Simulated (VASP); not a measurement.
Here is a VASP 6.6.1 calculation.

The input INCAR:

```
SYSTEM = Ge2Bi2S
PREC = Accurate
ENCUT = 520
EDIFF = 1E-7
ISMEAR = 0
SIGMA = 0.1
LREAL = .False.
LASPH = .True.
NELM = 80
ALGO = Normal
ISIF = 2
LWAVE = .False.
LCHARG = .False.
GGA = PE
NBANDS = 40
```

Contents of KPOINTS:

```
regular mesh
0
Gamma
  6 6 4
  0 0 0
```

The input POSCAR:

```
Ge2Bi2S
1.0
    3.9564632927      0.0000000025      0.0000000000
   -1.9782316485      3.4263977194      0.0000000000
    0.0000000000      0.0000000000      9.3284307434
Ge Bi S
2 2 1
Direct
    0.3333333333      0.6666666667      0.5717197992
    0.6666666667      0.3333333333      0.4282802008
    0.3333333333      0.6666666667      0.2087718217
    0.6666666667      0.3333333333      0.7912281783
    0.0000000000      0.0000000000      0.0000000000
```

Potentials or basis: VASP PAW PBE potentials, release 64 (Ge_d, Bi_d, S).

Run with:

```console
$ cat potpaw_PBE.64/Ge_d/POTCAR potpaw_PBE.64/Bi_d/POTCAR potpaw_PBE.64/S/POTCAR > POTCAR
$ mpirun -np 1 vasp_std > vasp.out
```

(1) Estimate the band gap on the k mesh.

(2) Estimate the largest force.

(3) Estimate the pressure.

Results:

(1) zero (bands 32 and 33 overlap by 1.53 eV).

(2) 0.034 eV/Å.

(3) -0.2 GPa.

Caveat: spin-orbit coupling is left out, which moves the levels of the heavy elements.
